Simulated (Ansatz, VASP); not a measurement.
# Two plane-wave programs on Al2O3

```
Al O
1.0
     2.86414    0.00000    0.00000
    -1.43207    2.48042    0.00000
     0.00000    0.00000    6.83328
Al O
2 3
Direct
  0.33333 0.66667 0.19934
  0.66667 0.33333 0.80066
  0.00000 0.00000 0.00000
  0.33333 0.66667 0.70321
  0.66667 0.33333 0.29679
```

Alike in both runs: task single point; functional HSE06; k mesh 6 × 6 × 2; no spin polarisation.

```csv
,VASP,Ansatz
version,VASP 6.6.1,Ansatz 0.2.0
potentials or method,"VASP PAW PBE potentials, release 64 (Al, O)","plane waves, PAW"
plane-wave cutoff (eV),520,420
occupations,"gaussian, width 0.01 eV",fixed
valence electrons in the cell,24,24
```

VASP gave:

* gap on the k mesh at the Fermi level (eV): 6.59
* pressure (GPa): -0.3
* traceless stress, the component that is largest in VASP (GPa): 0.18
* rms of the force components (eV/Å): 0.036

Question: What did Ansatz give for the same quantities?

Answer: gap on the k mesh at the Fermi level (eV): 6.63; pressure (GPa): -0.6; traceless stress, the component that is largest in VASP (GPa): 0.51; rms of the force components (eV/Å): 0.037.

Atom by atom the forces differ by 0.019 eV/Å (rms over components). Ansatz's warnings: stress exchange threshold loose, stress scf threshold loose.

The k mesh is coarse, so the values compare programs but aren't converged.
